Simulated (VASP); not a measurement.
Wanted: the native input for a VASP 6.6.1 run.

```yaml
Task: single point
Functional: PBE
Potentials_or_basis: VASP PAW PBE potentials, release 64 (K_sv, Mg, F)
Cutoff: 520 eV
k_mesh: 6 × 6 × 6
Occupations: fermi-dirac, width 0.02 eV
Spin: no spin polarisation
Dipole_correction: no
Further_INCAR_settings: ALGO = Normal; EDIFF = 1e-07; NBANDS = 24
```

The structure of KMgF3 lies in POSCAR:

```
KMgF3
1.0
    3.9802355636      0.0000000000      0.0000000000
    0.0000000000      3.9802355636      0.0000000000
    0.0000000000      0.0000000000      3.9802355636
K Mg F
1 1 3
Direct
    0.5000000000      0.5000000000      0.5000000000
    0.0000000000      0.0000000000      0.0000000000
    0.5000000000      0.0000000000      0.0000000000
    0.0000000000      0.5000000000      0.0000000000
    0.0000000000      0.0000000000      0.5000000000
```

These files were run (other wordings do the same):

INCAR

```
SYSTEM = KMgF3
ALGO = Normal
EDIFF = 1E-7
ENCUT = 520
GGA = PE
ISIF = 2
ISMEAR = -1
LASPH = .TRUE.
LCHARG = .TRUE.
LELF = .TRUE.
LREAL = .FALSE.
LVHAR = .TRUE.
LWAVE = .FALSE.
NBANDS = 24
NELM = 100
PREC = Accurate
SIGMA = 0.02
```

KPOINTS

```
k-points
0
G
  6 6 6
  0 0 0
```

Potentials or basis: VASP PAW PBE potentials, release 64 (K_sv, Mg, F).

The run is started by

```console
$ cat potpaw_PBE.64/K_sv/POTCAR potpaw_PBE.64/Mg/POTCAR potpaw_PBE.64/F/POTCAR > POTCAR
$ mpirun -np 1 vasp_std > vasp.out
```

It gave:

```yaml
Pressure: 3.7 GPa
Band_gap_on_the_k_mesh: 7.34 eV (least direct gap 7.66 eV)
```

Caveat: the cell stands under pressure.

Wall time 37 s on 1 thread of Intel Xeon 8259CL (shared host), peak memory 0.18 GiB.
